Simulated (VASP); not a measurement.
Wanted: the native input for a VASP 6.6.1 run.

| Property | Result |
| --- | --- |
| Task | single point |
| Functional | HSE06 |
| Potentials or basis | VASP PAW PBE potentials, release 64 (Ni, Al) |
| Cutoff | 520 eV |
| k mesh | 6 × 6 × 6 |
| Occupations | fermi-dirac, width 0.05 eV |
| Spin | collinear spin, ferromagnetic start |
| Starting moments | [1.0, 0.0] μB |
| Dipole correction | no |
| Grid for exact exchange (PRECFOCK) | Normal |
| Further INCAR settings | ALGO = Normal; EDIFF = 1e-06; NBANDS = 18 |
| Share of exact exchange | 0.25 |
| Screening parameter | 0.2079 1/Å |

Crystal: AlNi.

```
Ni Al
1.0
     2.91891    0.00000    0.00000
     0.00000    2.91891    0.00000
     0.00000    0.00000    2.91891
Ni Al
1 1
Direct
  0.50000 0.50000 0.50000
  0.00000 0.00000 0.00000
```

The input as run:

POSCAR

```
AlNi
1.0
    2.9189122424      0.0000000000      0.0000000000
    0.0000000000      2.9189122424      0.0000000000
    0.0000000000      0.0000000000      2.9189122424
Ni Al
1 1
Direct
    0.5000000000      0.5000000000      0.5000000000
    0.0000000000      0.0000000000      0.0000000000
```

INCAR.step1

```
SYSTEM = AlNi
PREC = Accurate ; ENCUT = 520
EDIFF = 1E-5 ; ISMEAR = -1
SIGMA = 0.05 ; LREAL = .False.
LASPH = .True. ; NELM = 150
ALGO = Normal ; ISIF = 2
LWAVE = .True. ; ISPIN = 2
MAGMOM = 1 0 ; LORBIT = 11
LMAXMIX = 4 ; GGA = PE
NBANDS = 18
```

INCAR.step2

```
SYSTEM = AlNi
PREC = Accurate ; ENCUT = 520
EDIFF = 1E-6 ; ISMEAR = -1
SIGMA = 0.05 ; LREAL = .False.
LASPH = .True. ; NELM = 150
ALGO = Normal ; ISIF = 2
LWAVE = .False. ; LCHARG = .True.
ISPIN = 2 ; MAGMOM = 1 0
LORBIT = 11 ; LMAXMIX = 4
GGA = PE ; LHFCALC = .True.
HFSCREEN = 0.2079 ; PRECFOCK = Normal
LELF = .True. ; LVHAR = .True.
ISTART = 1 ; NBANDS = 18
```

KPOINTS

```
Automatic mesh
0
Gamma
  6 6 6
  0 0 0
```

Potentials or basis: VASP PAW PBE potentials, release 64 (Ni, Al).

The run is started by

```console
$ cat potpaw_PBE.64/Ni/POTCAR potpaw_PBE.64/Al/POTCAR > POTCAR
$ cp INCAR.step1 INCAR
$ mpirun -np 1 vasp_std > vasp.out
$ cp INCAR.step2 INCAR
$ mpirun -np 1 vasp_std > vasp.out
```

Results of the run:

```yaml
Pressure: -8.2 GPa
Net_moment: 0.11 μB per cell
Site_moments: Ni +0.10; Al +0.01 μB
Valence_electrons_inside_the_program's_atomic_spheres: Ni 9.49; Al 0.84
```

Caveat: the cell stands under tension; the PAW data sets were made with another functional, which shifts forces and pressure a little.

It took 120 min on 1 thread of Oxide Virtual Turin-like Processor (shared host), peak memory 0.24 GiB.
